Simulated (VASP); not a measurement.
The system is Mg2Re.

```
Mg Re
1.0
    -2.02419    2.02419    3.31988
     2.02419   -2.02419    3.31988
     2.02419    2.02419   -3.31988
Mg Re
2 1
Direct
  0.59300 0.59300 0.00000
  0.40700 0.40700 0.00000
  0.00000 0.00000 0.00000
```

| Item | Value |
| --- | --- |
| Program | VASP 6.6.1 |
| Task | relaxation of cell and atoms |
| Functional | PBE |
| Potentials or basis | VASP PAW PBE potentials, release 64 (Mg, Re) |
| Cutoff | 600 eV |
| k mesh | 6 × 6 × 6 |
| Occupations | gaussian, width 0.1 eV |
| Spin | no spin polarisation |

At the start: pressure 15.6 GPa; volume 18.14 Å³/atom.

Problem. How do energy, volume and symmetry change on relaxing?

Solution. Over 24 steps the energy falls by 4933.9 meV/atom and the volume is 17.26 Å³/atom (-4.8 %); space group I4/mmm (No. 139, to 0.05 Å).

The path:
```csv
step,energy change (eV),largest force (eV/Å),pressure (GPa),volume (Å³)
1,0.0000,24.4204,15.55,54.41
2,-8.6003,3.7046,8.06,63.23
3,-8.9406,3.7964,6.61,62.98
4,-9.3886,3.9185,4.94,62.67
5,-12.1890,3.4733,-1.42,59.49
6,-12.3412,0.8377,1.54,57.20
7,-12.4429,2.8345,-0.79,58.52
8,-12.4915,2.2900,-0.25,58.06
9,-13.7078,1.1746,-8.25,57.39
10,-13.8202,1.1300,-8.62,56.99
11,-14.0208,1.0345,-8.27,55.92
12,-14.3068,0.8043,-2.86,52.84
13,-13.9942,1.8668,32.91,43.77
14,-14.1826,0.4277,3.23,50.73
15,-14.3762,0.9924,13.76,47.80
16,-14.6887,0.6339,6.36,49.89
17,-14.7877,0.3498,1.53,51.66
18,-14.7911,0.2889,0.65,52.03
19,-14.7912,0.2754,0.46,52.12
20,-14.7948,0.2163,-0.10,52.25
21,-14.7972,0.1138,-1.04,52.47
22,-14.8000,0.0824,-0.51,52.13
23,-14.8011,0.0462,0.07,51.79
24,-14.8018,0.0307,0.07,51.78
```

Final structure:
```xyz
3
Lattice="-1.3951 1.3951 6.6511 1.3951 -1.3951 6.6511 1.3951 1.3951 -6.6511" Properties=species:S:1:pos:R:3 pbc="T T T"
Mg    0.0000    0.0000    8.7136
Mg    0.0000    0.0000    4.5886
Re    0.0000    0.0000    0.0000
```

Caveat: the k points lie up to 0.53 Å⁻¹ apart in the final cell.
